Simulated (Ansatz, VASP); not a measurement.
Ba in VASP and in Ansatz

The input POSCAR:

```
Ba
1.0
   -2.5367939014      2.5367939014      2.5367939014
    2.5367939014     -2.5367939014      2.5367939014
    2.5367939014      2.5367939014     -2.5367939014
Ba
1
Direct
    0.0000000000      0.0000000000      0.0000000000
```

The input INCAR.step1:

```
SYSTEM = Ba
  PREC = Accurate
  ENCUT = 520
  ISMEAR = -1
  SIGMA = 0.01
  LREAL = .FALSE.
  LASPH = .TRUE.
  NELM = 60
  NBANDS = 11
  GGA = PE
  ALGO = Normal
  EDIFF = 1E-4
  LWAVE = .TRUE.
  LCHARG = .FALSE.
```

The input INCAR.step2:

```
SYSTEM = Ba
  PREC = Accurate
  ENCUT = 520
  EDIFF = 1E-6
  ISMEAR = -1
  SIGMA = 0.01
  LREAL = .FALSE.
  LASPH = .TRUE.
  NELM = 60
  ALGO = Normal
  ISIF = 2
  LWAVE = .FALSE.
  LCHARG = .FALSE.
  METAGGA = R2SCAN
  LMIXTAU = .TRUE.
  NBANDS = 11
  ISTART = 1
```

KPOINTS

```
Automatic mesh
0
G
  9 9 9
  0 0 0
```

Input for Ansatz:

```yaml
crystal:
  lattice:
    - [-2.5367939014, 2.5367939014, 2.5367939014]
    - [2.5367939014, -2.5367939014, 2.5367939014]
    - [2.5367939014, 2.5367939014, -2.5367939014]
  atoms:
    - { symbol: Ba, position: [0.0, 0.0, 0.0] }
hamiltonian:
  xc: r2scan
  pseudopotentials:
    kind: paw
    azcp:
      Ba: "pseudopotentials/Ba.paw.azcp"
basis:
  ecutwfc: 500
  fft_grid_basis: typed
kpoints:
  mp_grid: { grid: [9, 9, 9], shift: [0, 0, 0] }
magnetization:
  spin_polarized: false
scf:
  occupations: { method: fermi_dirac, width: 0.01 }
  lower_state_search: "off"
output:
  stress: true
```

Alike in both runs: task single point; functional r2SCAN; k mesh 9 × 9 × 9; occupations fermi-dirac, width 0.01 eV; no spin polarisation.

|  | VASP | Ansatz |
| --- | --- | --- |
| version | VASP 6.6.1 | Ansatz 0.2.0 |
| potentials or method | VASP PAW PBE potentials, release 64 (Ba_sv), cutoff 520 eV | plane waves (500 eV) with PAW, scalar-relativistic |
| valence electrons in the cell | 10 | 10 |

```tsv
	VASP	Ansatz	Ansatz less VASP
pressure (GPa)	0.0	0.0	-0.05
```

VASP's potentials were made for PBE, not for r2SCAN. The functional is the same, so the differences come from potentials, cutoffs and numerics.

Spin-orbit coupling is off throughout.
